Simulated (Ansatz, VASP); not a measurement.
## AlCo in VASP and in Ansatz

```xyz
2
Lattice="3.0450 0.0000 0.0000 0.0000 3.0450 0.0000 0.0000 0.0000 2.7066" Properties=species:S:1:pos:R:3 pbc="T T T"
Al    0.0000    0.0000    0.0000
Co    1.5225    1.5225    1.3533
```

Change from the starting cell: strain +0.080 along x and y, -0.040 along z, atoms carried along.

Alike in both runs: task single point; functional PBE; k mesh 16 × 16 × 16; occupations gaussian, width 0.15 eV; collinear spin.

|  | VASP | Ansatz |
| --- | --- | --- |
| version | VASP 6.6.1 | Ansatz 0.2.0 |
| potentials or method | VASP PAW PBE potentials, release 64 (Al, Co), cutoff 520 eV | scalar-relativistic, plane waves, PAW |
| valence electrons in the cell | 12 | 20 |

```csv
,VASP,Ansatz,Ansatz less VASP
gap on the k mesh at the Fermi level (eV),none,none,-
pressure (GPa),-10.2,-9.9,+0.28
"traceless stress, the component that is largest in VASP (GPa)",13.64,13.21,-0.437
net moment per atom (μB),0.00,0.11,+0.108
size of the moment on the site where the two differ most (μB),0.00,0.26,+0.259
```

The net moments are unlike, so the other rows may belong to different states. Site moments also hang on the region over which each program counts them. A gap of «none» marks a metal or a gap that the smearing closes. VASP's potentials hold 12 valence electrons a cell and Ansatz's 20, so a difference there can come from the potentials and not from the codes.
